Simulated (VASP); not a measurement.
# CaB15N15 (a cell with a defect) (Ca_B-V_N) in VASP: further runs

CaB15N15 (a cell with a defect) (Ca_B-V_N) is run at these levels: PBE; tasks: single point.

Everything below comes from runs of VASP 6.6.1. Logs are shortened: lines on timing, memory, paths and dates and some standing lists are left out, and cuts for length are marked.

## Step 1: The cell of the first run

The cell holds a defect, 31 atoms: a = 6.277 Å, b = 6.277 Å, c = 6.277 Å, α = 109.47°, β = 109.47°, γ = 109.47°.

## Step 2: Single point, PBE

The input, INCAR:

```
PREC = Accurate ; ENCUT = 520
EDIFF = 1E-7 ; ISMEAR = 0
SIGMA = 0.01 ; LREAL = Auto
LASPH = True ; NELM = 100
ALGO = Normal ; ISIF = 2
LWAVE = False ; LCHARG = False
GGA = PE ; NBANDS = 86
```

The input, KPOINTS:

```
Automatic mesh
0
Gamma
  1 1 1
  0.25 0.25 0.25
```

The input, POSCAR:

```
CaB15N15
1.0
   -3.6241103800      3.6241103800     -3.6241103800
    3.6241103800      3.6241103800      3.6241103800
    3.6241103800     -3.6241103800     -3.6241103800
B Ca N
15 1 15
Direct
   -0.0151958388     -0.0132584790     -0.0307038503
    0.0071931078      0.2547050680      0.7600964003
    0.0072092637      0.5108300997      0.5039377537
   -0.0151015249      0.7199097028      0.2359938062
    0.2528655584      0.0091071907      0.7601476827
    0.2528262659      0.5108323757      0.2582994372
    0.2470450808      0.7504084744     -0.0003608071
    0.5090149860      0.0091032764      0.5039486741
    0.5089851295      0.2547160053      0.2583133866
    0.4970730405      0.4989529802      0.0046882507
    0.4970452924      0.7554125090      0.7481507647
    0.7182014381     -0.0132163144      0.2359534725
    0.7485213159      0.2489073088     -0.0003811600
    0.7535895854      0.4989525544      0.7481791497
    0.7485276545      0.7504100870      0.4981419271
    0.1728148827      0.1746161612      0.4239211195
   -0.0039426408      0.2483420322      0.0070898149
    0.0077629145      0.5060069003      0.7552442084
   -0.0039122099      0.7578653316      0.4975749535
    0.2464453439     -0.0020566416      0.0070906353
    0.2537329276      0.2556218868      0.7947165478
    0.2537175281      0.5453953921      0.5048152074
    0.2464737486      0.7578862255      0.2472015599
    0.5041170199      0.0096033064      0.7552200363
    0.5436007585      0.2556356171      0.5048497113
    0.5041299429      0.5060133267      0.2588555817
    0.4933505813      0.7472050613     -0.0035728578
    0.7560086399     -0.0020360660      0.4975583011
    0.7559535276      0.2483450908      0.2471517104
    0.7453290504      0.4952093313     -0.0035648895
    0.7453089248      0.7471821117      0.7444166836
```

Potentials or basis: VASP PAW PBE potentials, release 64 (B, Ca_sv, N).

Run with:

```console
cat potpaw_PBE.64/B/POTCAR potpaw_PBE.64/Ca_sv/POTCAR potpaw_PBE.64/N/POTCAR > POTCAR
mpirun -np 1 vasp_std > vasp.out
```

OUTCAR:

```text
PREC = Accurate
   ENCUT = 520
   EDIFF = 1E-7
   ISMEAR = 0
   LREAL = Auto
   LASPH = True
   NELM = 100
   ISIF = 2
   GGA = PE

 ion  position               nearest neighbor table
   1  0.985  0.987  0.969-  31 1.48  17 1.55  20 1.55  16 2.35
   2  0.007  0.255  0.760-  21 1.49  18 1.59  17 1.59  28 1.61  16 2.62
   3  0.007  0.511  0.504-  22 1.49  18 1.59  19 1.59  29 1.61  16 2.63
   4  0.985  0.720  0.236-  30 1.48  23 1.55  19 1.55  16 2.35
   5  0.253  0.009  0.760-  21 1.49  24 1.59  20 1.59  19 1.61  16 2.62
   6  0.253  0.511  0.258-  22 1.49  26 1.59  23 1.59  17 1.61  16 2.63
   7  0.247  0.750  1.000-  18 1.52  20 1.54  23 1.54  27 1.56
   8  0.509  0.009  0.504-  25 1.49  24 1.59  28 1.59  23 1.61  16 2.62
   9  0.509  0.255  0.258-  25 1.49  26 1.59  29 1.59  20 1.61  16 2.62
  10  0.497  0.499  0.005-  21 1.47  26 1.57  27 1.58  30 1.58
  11  0.497  0.755  0.748-  22 1.47  24 1.57  27 1.58  31 1.58
  12  0.718  0.987  0.236-  27 1.48  29 1.55  28 1.55  16 2.35
  13  0.749  0.249  1.000-  24 1.52  17 1.54  29 1.54  30 1.56
  14  0.754  0.499  0.748-  25 1.47  18 1.57  31 1.58  30 1.58
  15  0.749  0.750  0.498-  26 1.52  28 1.54  19 1.54  31 1.56
  16  0.173  0.175  0.424-  25 2.05  21 2.05  22 2.05  12 2.35   1 2.35   4 2.35   8 2.62   5 2.62
                             9 2.62   2 2.62   3 2.63   6 2.63
  17  0.996  0.248  0.007-  13 1.54   1 1.55   2 1.59   6 1.61
  18  0.008  0.506  0.755-   7 1.52  14 1.57   3 1.59   2 1.59
  19  0.996  0.758  0.498-  15 1.54   4 1.55   3 1.59   5 1.61
  20  0.246  0.998  0.007-   7 1.54   1 1.55   5 1.59   9 1.61
  21  0.254  0.256  0.795-  10 1.47   2 1.49   5 1.49  16 2.05
  22  0.254  0.545  0.505-  11 1.47   3 1.49   6 1.49  16 2.05
  23  0.246  0.758  0.247-   7 1.54   4 1.55   6 1.59   8 1.61
  24  0.504  0.010  0.755-  13 1.52  11 1.57   5 1.59   8 1.59
  25  0.544  0.256  0.505-  14 1.47   9 1.49   8 1.49  16 2.05
  26  0.504  0.506  0.259-  15 1.52  10 1.57   6 1.59   9 1.59
  27  0.493  0.747  0.996-  12 1.48   7 1.56  11 1.58  10 1.58
  28  0.756  0.998  0.498-  15 1.54  12 1.55   8 1.59   2 1.61
  29  0.756  0.248  0.247-  13 1.54  12 1.55   9 1.59   3 1.61
  30  0.745  0.495  0.996-   4 1.48  13 1.56  10 1.58  14 1.58
  31  0.745  0.747  0.744-   1 1.48  15 1.56  14 1.58  11 1.58

  LATTYP: Found a body centered cubic cell.
 ALAT       =     7.2482207600

  Lattice vectors:

 A1 = (  -3.6241103800,   3.6241103800,  -3.6241103800)
 A2 = (   3.6241103800,   3.6241103800,   3.6241103800)
 A3 = (   3.6241103800,  -3.6241103800,  -3.6241103800)

Analysis of symmetry for initial positions (statically):
=====================================================================
 Subroutine PRICEL returns:
 Original cell was already a primitive cell.

 Routine SETGRP: Setting up the symmetry group for a
 body centered cubic supercell.

[... 164 lines left out ...]
   NUPDOWN=      -1.0000    fix difference up-down
   EMIN   =  10.00;   EMAX   =-10.00  energy-range for DOS
   EFERMI =   0.00;   METHOD = LEGACY
   ISMEAR =     0;   SIGMA  =   0.01  broadening in eV -4-tet -1-fermi 0-gaus
   EFERMI_NEDOS =   21; number of points for ismear=-14 and -15
   IALGO  =     38    algorithm
   IMIX   =      4    mixing-type and parameters
     AMIX     =   0.40;   BMIX     =  1.00
     AMIX_MAG =   1.60;   BMIX_MAG =  1.00
  volume/ion in A,a.u.               =       6.14        41.45
  Fermi-wavevector in a.u.,A,eV,Ry     =   1.441566  2.724165 28.274438  2.078113
  Thomas-Fermi vector in A             =   2.560184
   LORBIT       =      0    0 simple, 1 ext, 2 COOP (PROOUT), +10 PAW based schemes
   GGA     = PE    functional components
   LHFCALC =     F    Hartree Fock is set to
   AEXX    =    0.0000 exact exchange contribution
   IVDW    =     0    specifies the selected vdW correction
   LEPSILON=     F    determine dielectric tensor
   LRPA    =     F    only Hartree local field effects (RPA)
 non-spin polarized calculation
 Gauss-broadening in eV      SIGMA  =   0.01
  energy-cutoff  :      520.00
  volume of cell :      190.40
 maximum number of plane-waves:      5072
 NGX is ok and might be reduce to    48
   NGX = 23   NGY = 23   NGZ = 23

 number of electron     130.0000001 magnetization

 Free energy of the ion-electron system (eV)
  ---------------------------------------------------
  ext. energy  EPLUGINS =         0.00000000
  ---------------------------------------------------
  free energy    TOTEN  =      -254.88823464 eV

  energy without entropy =     -254.88823464  energy(sigma->0) =     -254.88823464

 E-fermi :   8.2552     XC(G=0): -12.7766

 val. band max:        8.1643984913   @ k =   0.2500   0.2500   0.2500
 cond. band min:      11.3231302432   @ k =   0.2500   0.2500   0.2500
 fundamental gap:      3.1587317519
 Fermi energy:         8.2551508597

 k-point     1 :       0.2500    0.2500    0.2500
  band No.  band energies     occupation
      1     -29.6754      2.00000
      2     -12.2395      2.00000
      3     -12.2392      2.00000
      4     -11.8467      2.00000
      5     -10.9803      2.00000
      6     -10.9799      2.00000
[... 69 lines left out ...]
     76      15.1234      0.00000
     77      15.4147      0.00000
 [bands above 77 left out]

------------------------ aborting loop because EDIFF is reached ----------------------------------------

  FORCE on cell =-STRESS in cart. coord.  units (eV):
  Direction    XX          YY          ZZ          XY          YZ          ZX
  --------------------------------------------------------------------------------------
  -------------------------------------------------------------------------------------
  Total       25.2707007     25.2647785     25.2887920      4.1334674     -4.1234378     -4.1225107
  in kB      212.6491378    212.5993030    212.8013734     34.7825054    -34.6981076    -34.6903062
  external PRESSURE =     212.6832714 kB  Pullay stress =       0.0000000 kB

 VOLUME and BASIS-vectors are now :
 -----------------------------------------------------------------------------
  energy-cutoff  :      520.00
  volume of cell :      190.40
      direct lattice vectors                 reciprocal lattice vectors
    -3.624110380  3.624110380 -3.624110380     0.000000000  0.137964893 -0.137964893
     3.624110380  3.624110380  3.624110380     0.137964893  0.137964893  0.000000000
     3.624110380 -3.624110380 -3.624110380     0.137964893  0.000000000 -0.137964893

 POSITION                                       TOTAL-FORCE (eV/Angst)
 -----------------------------------------------------------------------------------
      3.51986      3.63226     -3.50582         0.009012      0.019850     -0.015598
      3.65168     -1.80553     -1.85766         0.013195     -0.010773      0.015970
      3.65150      0.05111     -0.00115         0.015995     -0.017723      0.015126
     -0.10508      5.32315     -1.81562         0.019838      0.017408     -0.013390
      1.87145     -1.80544     -3.63827        -0.019359     -0.015149     -0.009853
      1.87115      1.83148     -0.00106        -0.015767      0.014498      0.011786
[... 23 lines left out ...]
      2.70473      0.88466     -4.51765         0.000120      0.002755      0.015431
      2.70464      2.71110     -2.69106         0.004900     -0.013273     -0.002264
 -----------------------------------------------------------------------------------
    total drift:                               -0.000596      0.006464      0.000103

  FREE ENERGIE OF THE ION-ELECTRON SYSTEM (eV)
  ---------------------------------------------------
  free  energy   TOTEN  =      -254.8882346376 eV

  energy  without entropy=     -254.8882346376  energy(sigma->0) =     -254.88823464
```

stdout:

```text
POSCAR found type information on POSCAR B CaN
 POSCAR found :  3 types and      31 ions
 scaLAPACK will be used
 LDA part: xc-table for (Slater+PW92), standard interpolation
 POSCAR, INCAR and KPOINTS ok, starting setup
 FFT: planning ... GRIDC
 FFT: planning ... GRID_SOFT
 FFT: planning ... GRID
 WAVECAR not read
 entering main loop
```

It took 56 s on 1 thread of Intel Xeon Platinum 8259CL at 2.50GHz (Skylake/Cascade Lake), shared host; peak memory 0.32 GiB.

What came out:

```yaml
Free_energy: -254.8882 eV
Pressure: 21.3 GPa
Largest_force: 0.105 eV/Å
Band_gap_on_the_k_mesh: 3.16 eV
```

Forces on the atoms (eV/Å):
```
B    0.009  0.020 -0.016
B    0.013 -0.011  0.016
B    0.016 -0.018  0.015
B    0.020  0.017 -0.013
B   -0.019 -0.015 -0.010
B   -0.016  0.014  0.012
B   -0.002  0.007 -0.006
B   -0.013 -0.019 -0.014
B   -0.013  0.013  0.018
B   -0.009  0.018  0.010
B   -0.009 -0.009 -0.018
B    0.015  0.009 -0.011
B    0.006  0.005  0.002
B    0.018 -0.009  0.010
B    0.005 -0.001 -0.008
Ca  -0.060 -0.062  0.059
N    0.001  0.011  0.005
N   -0.005 -0.012  0.011
N    0.002 -0.006 -0.011
N   -0.002  0.009 -0.004
N    0.043 -0.029 -0.045
N    0.047  0.046  0.030
N   -0.010  0.001 -0.011
N   -0.009 -0.008  0.004
N   -0.032  0.044 -0.047
N   -0.010 -0.005  0.010
N   -0.012  0.001 -0.002
N    0.010 -0.006 -0.002
N    0.011  0.003  0.000
N    0.000  0.003  0.015
N    0.005 -0.013 -0.002
```

Levels at points of the mesh, in eV from the valence-band top:
| k point | band 63 | band 64 | band 65 | band 66 | band 67 | band 68 |
| --- | --- | --- | --- | --- | --- | --- |
| (0.25, 0.25, 0.25) | -0.82 | -0.82 | 0.00 | 3.16 | 3.16 | 5.31 |

Caveat: the k points lie up to 1.23 Å⁻¹ apart.

## Step 3: Single point, PBE

The input, INCAR:

```
SYSTEM = CaB15N15
  ALGO = Normal
  EDIFF = 1E-6
  ENCUT = 520
  GGA = PE
  ISIF = 2
  ISMEAR = -1
  LASPH = .True.
  LCHARG = .False.
  LREAL = Auto
  LWAVE = .False.
  NBANDS = 86
  NELECT = 128.0
  NELM = 60
  PREC = Accurate
  SIGMA = 0.01
```

KPOINTS is that of step 2.

The input, POSCAR:

```
CaB15N15
1.0
   -3.6241103800      3.6241103800     -3.6241103800
    3.6241103800      3.6241103800      3.6241103800
    3.6241103800     -3.6241103800     -3.6241103800
B Ca N
15 1 15
Direct
   -0.0003059210      0.0002011341     -0.0690284156
    0.0139156758      0.2615638159      0.7578387796
    0.0139195365      0.5065105305      0.5128808779
   -0.0003159237      0.6796476323      0.2515170984
    0.2610444624      0.0144335691      0.7578317217
    0.2610457677      0.5065087569      0.2657513414
    0.2437735079      0.7501162152      0.0014332161
    0.5059872133      0.0144365364      0.5128830738
    0.5059884274      0.2615599096      0.2657461481
    0.5001374953      0.5006501119      0.0070786921
    0.5001356215      0.7557706943      0.7519734472
    0.6791419041      0.0002166898      0.2515456350
    0.7496042394      0.2442965937      0.0014403027
    0.7552391304      0.5006430508      0.7519689775
    0.7495987768      0.7501151315      0.4956120900
    0.1251545866      0.1256804108      0.3770067626
    0.0014253520      0.2498984331      0.0091205170
    0.0093449545      0.5071947703      0.7585129126
    0.0014273796      0.7578111882      0.5012149328
    0.2493855249      0.0019426995      0.0091269018
    0.2564916868      0.2570130266      0.7822293263
    0.2564929661      0.5309001935      0.5083278270
    0.2493798573      0.7578070770      0.2532589180
    0.5066783431      0.0098708915      0.7585168979
    0.5303666600      0.2570075800      0.5083272605
    0.5066753697      0.5071942377      0.2611845621
    0.5040892576      0.7552635171      0.0065825096
    0.7572894251      0.0019437632      0.5012269184
    0.7572781010      0.2499070860      0.2532641447
    0.7547288401      0.5045770167      0.0065607767
    0.7547374227      0.7552497636      0.7559154597
```

Potentials or basis: VASP PAW PBE potentials, release 64 (B, Ca_sv, N).

Run with:

```console
cat potpaw_PBE.64/B/POTCAR potpaw_PBE.64/Ca_sv/POTCAR potpaw_PBE.64/N/POTCAR > POTCAR
mpirun -np 1 vasp_std > vasp.out
```

OUTCAR:

```text
SYSTEM = CaB15N15
   EDIFF = 1E-6
   ENCUT = 520
   GGA = PE
   ISIF = 2
   ISMEAR = -1
   LASPH = .True.
   LREAL = Auto
   NELECT = 128.0
   NELM = 60
   PREC = Accurate

 ion  position               nearest neighbor table
   1  1.000  0.000  0.931-  31 1.45  20 1.47  17 1.47  16 2.39
   2  0.014  0.262  0.758-  21 1.49  18 1.55  28 1.62  17 1.63  16 2.66
   3  0.014  0.507  0.513-  22 1.49  18 1.55  29 1.62  19 1.63  16 2.66
   4  1.000  0.680  0.252-  30 1.45  23 1.47  19 1.47  16 2.39
   5  0.261  0.014  0.758-  21 1.49  24 1.55  19 1.62  20 1.63  16 2.66
   6  0.261  0.507  0.266-  22 1.49  26 1.55  17 1.62  23 1.63  16 2.66
   7  0.244  0.750  0.001-  18 1.51  20 1.55  23 1.55  27 1.61
   8  0.506  0.014  0.513-  25 1.49  24 1.55  23 1.62  28 1.63  16 2.66
   9  0.506  0.262  0.266-  25 1.49  26 1.55  20 1.62  29 1.63  16 2.66
  10  0.500  0.501  0.007-  21 1.49  26 1.57  30 1.59  27 1.59
  11  0.500  0.756  0.752-  22 1.49  24 1.57  27 1.59  31 1.59
  12  0.679  0.000  0.252-  27 1.45  28 1.47  29 1.47  16 2.39
  13  0.750  0.244  0.001-  24 1.51  17 1.55  29 1.55  30 1.61
  14  0.755  0.501  0.752-  25 1.49  18 1.57  30 1.59  31 1.59
  15  0.750  0.750  0.496-  26 1.51  28 1.55  19 1.55  31 1.61
  16  0.125  0.126  0.377-  25 2.14  22 2.14  21 2.14  12 2.39   4 2.39   1 2.39   3 2.66   5 2.66
[... 245 lines left out ...]
      3     -12.5380      2.00000
      4     -12.2041      2.00000
      5     -11.2457      2.00000
      6     -11.2191      2.00000
[... 68 lines left out ...]
     75      15.2329      0.00000
     76      15.2330      0.00000
 [bands above 76 left out]

------------------------ aborting loop because EDIFF is reached ----------------------------------------

  FORCE on cell =-STRESS in cart. coord.  units (eV):
  Direction    XX          YY          ZZ          XY          YZ          ZX
  --------------------------------------------------------------------------------------
  -------------------------------------------------------------------------------------
  Total        1.1912791      1.1898508      1.1921570     -3.1471153      3.1477198      3.1513862
  in kB       10.0244342     10.0124153     10.0318214    -26.4825005     26.4875875     26.5184396
  external PRESSURE =      10.0228903 kB  Pullay stress =       0.0000000 kB

 VOLUME and BASIS-vectors are now :
 -----------------------------------------------------------------------------
  energy-cutoff  :      520.00
  volume of cell :      190.40
      direct lattice vectors                 reciprocal lattice vectors
    -3.624110380  3.624110380 -3.624110380     0.000000000  0.137964893 -0.137964893
     3.624110380  3.624110380  3.624110380     0.137964893  0.137964893  0.000000000
     3.624110380 -3.624110380 -3.624110380     0.137964893  0.000000000 -0.137964893

 POSITION                                       TOTAL-FORCE (eV/Angst)
 -----------------------------------------------------------------------------------
     -0.24833      0.24979     -6.99622         0.000852     -0.000625      0.001695
      3.64400     -1.74812     -1.84899         0.010470     -0.020087      0.015686
      3.64394      0.02736     -0.07353         0.011417     -0.015325      0.020569
     -0.24832      5.17456     -2.07137        -0.000470     -0.000792     -0.001492
      1.85272     -1.74810     -3.64021        -0.015699     -0.019562     -0.010343
      1.85270      1.81859     -0.07353        -0.015137      0.010798      0.020034
[... 23 lines left out ...]
     -0.88280      4.54009     -0.93035        -0.004721     -0.005215      0.019464
      2.74138      2.73284     -2.73766        -0.006294     -0.019901      0.006782
 -----------------------------------------------------------------------------------
    total drift:                                0.004510      0.000571     -0.003837

  FREE ENERGIE OF THE ION-ELECTRON SYSTEM (eV)
  ---------------------------------------------------
  free  energy   TOTEN  =      -273.2957027411 eV

  energy  without entropy=     -273.2957027411  energy(sigma->0) =     -273.29570274
```

stdout:

```text
POSCAR found type information on POSCAR B CaN
 POSCAR found :  3 types and      31 ions
 scaLAPACK will be used
 LDA part: xc-table for (Slater+PW92), standard interpolation
 POSCAR, INCAR and KPOINTS ok, starting setup
 FFT: planning ... GRIDC
 FFT: planning ... GRID_SOFT
 FFT: planning ... GRID
 WAVECAR not read
 entering main loop
 the old and the new charge density differ
 old charge density:   130.00000 new  128.00000
    0.274E+01
```

It took 54 s on 1 thread of Intel Xeon Platinum 8259CL at 2.50GHz (Skylake/Cascade Lake), shared host; peak memory 0.32 GiB.

Results:

- Free energy: -273.2957 eV
- Largest force: 0.105 eV/Å

Forces on the atoms (eV/Å):
```
B    0.001 -0.001  0.002
B    0.010 -0.020  0.016
B    0.011 -0.015  0.021
B    0.000 -0.001 -0.001
B   -0.016 -0.020 -0.010
B   -0.015  0.011  0.020
B    0.001  0.011 -0.012
B   -0.020 -0.015 -0.011
B   -0.019  0.010  0.015
B    0.000  0.025  0.002
B   -0.003 -0.001 -0.024
B    0.000 -0.002  0.003
B    0.010  0.009 -0.001
B    0.024  0.000  0.003
B    0.011  0.000 -0.011
Ca  -0.061 -0.060  0.061
N    0.016  0.018  0.012
N   -0.003 -0.006  0.006
N    0.016 -0.013 -0.019
N   -0.013  0.019 -0.015
N    0.038 -0.007 -0.039
N    0.039  0.039  0.007
N   -0.013  0.015 -0.019
N   -0.006 -0.006  0.002
N   -0.008  0.040 -0.039
N   -0.006 -0.002  0.006
N   -0.020 -0.007  0.007
N    0.019 -0.013 -0.016
N    0.018  0.016  0.011
N   -0.005 -0.005  0.019
N   -0.006 -0.020  0.007
```

Caveat: the k points lie up to 1.23 Å⁻¹ apart; the cell carries a net charge on a neutralising background, which shifts energy and pressure; the cell is charged against a uniform background, so pressure and absolute levels hang on convention.

(Continued in part 2 of 3.)
